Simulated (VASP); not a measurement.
Wanted: the native input for a VASP 6.6.1 run.

| Property | Result |
| --- | --- |
| Task | single point |
| Functional | PBE |
| Potentials or basis | VASP PAW PBE potentials, release 64 (Si, N) |
| Cutoff | 520 eV |
| k mesh | 1 × 1 × 1 |
| Occupations | fermi-dirac, width 0.131 eV |
| Spin | no spin polarisation |
| Dipole correction | no |
| Further INCAR settings | ALGO = Normal; EDIFF = 1e-06; NBANDS = 45; ISYM = 0 |

The structure of Si3N4 lies in POSCAR:

```
Si3N4
1.0
    5.3378070000     -0.0461070000     -0.0620370000
   -0.0461070000      5.3190510000      0.1015160000
   -0.0620370000      0.1015160000      5.4132090000
Si N
6 8
Direct
    0.8483843062      0.7655071983      0.7829270934
    0.2009409574      0.2200831641      0.3182080743
    0.6921931218      0.4264415339      0.5175999940
    0.3567684183      0.7468545498      0.4618491833
    0.6906323130      0.2503664836      1.0530545842
    0.3664443176      0.7567840921      1.0134113448
    0.1783395990      0.8358386796      0.7311176521
    0.8177245567      0.4325377332      0.7985693288
    0.3808550334      0.3381522010      0.5441829874
    0.8952225987      0.2954880520      0.3161079055
    0.4163839346      0.4419688622      1.1245744066
    0.6997418576      0.7666072334      0.4825350334
    0.6531897371      0.9435247536      0.9888720485
    0.2320980390      0.9289921089      0.2358833925
```

These files were run (other wordings do the same):

INCAR

```
SYSTEM = Si3N4
PREC = Accurate
ENCUT = 520
EDIFF = 1E-6
ISMEAR = -1
SIGMA = 0.131
LREAL = .FALSE.
LASPH = .TRUE.
NELM = 60
ALGO = Normal
ISIF = 2
LWAVE = .FALSE.
LCHARG = .TRUE.
GGA = PE
LELF = .TRUE.
LVHAR = .TRUE.
NBANDS = 45
ISYM = 0
```

KPOINTS

```
Automatic mesh
0
G
  1 1 1
  0 0 0
```

Potentials or basis: VASP PAW PBE potentials, release 64 (Si, N).

Run with:

```sh
$ cat potpaw_PBE.64/Si/POTCAR potpaw_PBE.64/N/POTCAR > POTCAR
$ mpirun -np 1 vasp_gam > vasp.out
```

Results of the run:

* Pressure: -2.5 GPa
* Largest force: 5.466 eV/Å
* Band gap on the k mesh: 1.80 eV

Caveat: the k points lie up to 1.18 Å⁻¹ apart.

Run time: 13 s on 1 thread of Intel(R) Xeon(R) Platinum 8488C (Sapphire Rapids), on a shared host, peak memory 0.21 GiB.
